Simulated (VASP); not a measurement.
Wanted: the native input for a VASP 6.6.1 run.

```yaml
Task: single point
Functional: PBEsol
Potentials_or_basis: VASP PAW PBE potentials, release 64 (Li_sv)
Cutoff: 520 eV
k_mesh: 15 × 15 × 8
Occupations: fermi-dirac, width 0.05 eV
Spin: no spin polarisation
Dipole_correction: no
Further_INCAR_settings: ALGO = Normal; EDIFF = 1e-06; NBANDS = 10
```

The structure of Li lies in POSCAR:

```
Li
1.0
    2.8422236036      0.0000000000      0.0000000000
   -1.4211118018      2.4614378439      0.0000000000
    0.0000000000      0.0000000000      4.6748802051
Li
2
Direct
    0.3333333333      0.6666666667      0.2500000000
    0.6666666667      0.3333333333      0.7500000000
```

One way to write it, as run:

INCAR

```
  PREC = Accurate
  ENCUT = 520
  EDIFF = 1E-6
  ISMEAR = -1
  SIGMA = 0.05
  LREAL = False
  LASPH = True
  NELM = 100
  ALGO = Normal
  ISIF = 2
  LWAVE = False
  LCHARG = False
  GGA = PS
  NBANDS = 10
```

KPOINTS

```
regular mesh
0
Gamma
  15 15 8
```

Potentials or basis: VASP PAW PBE potentials, release 64 (Li_sv).

The run is started by

```sh
$ cat potpaw_PBE.64/Li_sv/POTCAR > POTCAR
$ mpirun -np 1 vasp_std > vasp.out
```

It gave:

The band gap on the k mesh is zero (band 3 reaches 3.72 eV, above the bottom of band 4 at -1.36 eV).

It took 11 s on 1 thread of Intel(R) Xeon(R) 6975P-C (Granite Rapids) (shared host), peak memory 0.16 GiB.
